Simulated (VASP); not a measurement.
AlNi: single point with PBEsol

Crystal: AlNi.

```
Al Ni
1.0
     2.88100    0.00000    0.00000
     0.00000    2.88100    0.00000
     0.00000    0.00000    2.88100
Al Ni
1 1
Direct
  0.00000 0.00000 0.00000
  0.50000 0.50000 0.50000
```

```yaml
Program: VASP 6.6.1
Task: single point
Functional: PBEsol
Potentials_or_basis: VASP PAW PBE potentials, release 64 (Al, Ni)
Cutoff: 520 eV
k_mesh: 10 × 10 × 10
Occupations: fermi-dirac, width 0.05 eV
Spin: collinear spin, ferromagnetic start
Starting_moments: "[0.0, 1.5] μB"
```

```json
{"Pressure": "-3.2 GPa", "Net moment": "0.00 μB per cell", "Valence electrons inside the program's atomic spheres": "Al 0.80; Ni 9.48"}
```

Levels at points of the mesh, in eV from the Fermi level:
Spin up:
| k point | band 4 | band 5 | band 6 | band 7 | band 8 | band 9 |
| --- | --- | --- | --- | --- | --- | --- |
| (0.00, 0.00, 0.00) | -1.55 | -1.55 | -1.55 | 5.48 | 5.48 | 5.48 |
| (0.50, 0.00, 0.00) | -2.26 | -2.26 | -1.46 | -0.66 | 8.29 | 9.98 |
| (0.50, 0.50, 0.00) | -2.89 | -2.09 | -2.09 | -1.02 | 1.45 | 2.49 |
| (0.50, 0.50, 0.50) | -0.99 | -0.99 | 1.97 | 1.97 | 1.97 | 3.71 |
Spin down:
```
           k point  band 2  band 3  band 4  band 5  band 6  band 7  band 8  band 9  band 10  band 11
(0.00, 0.00, 0.00)   -3.25   -3.25   -1.55   -1.55   -1.55    5.48    5.48    5.48     8.13     8.13
(0.50, 0.00, 0.00)   -6.80   -2.77   -2.26   -2.26   -1.46   -0.66    8.29    9.98     9.98    10.89
(0.50, 0.50, 0.00)   -3.39   -2.89   -2.89   -2.09   -2.09   -1.02    1.45    2.49    12.27    15.12
(0.50, 0.50, 0.50)   -4.11   -4.11   -0.99   -0.99    1.97    1.97    1.97    3.71     4.46     4.46
```

It took 15 s on 1 thread of Intel(R) Xeon(R) 6975P-C (Granite Rapids), on a shared host, peak memory 0.17 GiB.

Caveat: the starting moments collapsed, and a magnetic state may lie lower; the PAW data sets were made with another functional, which shifts forces and pressure a little.
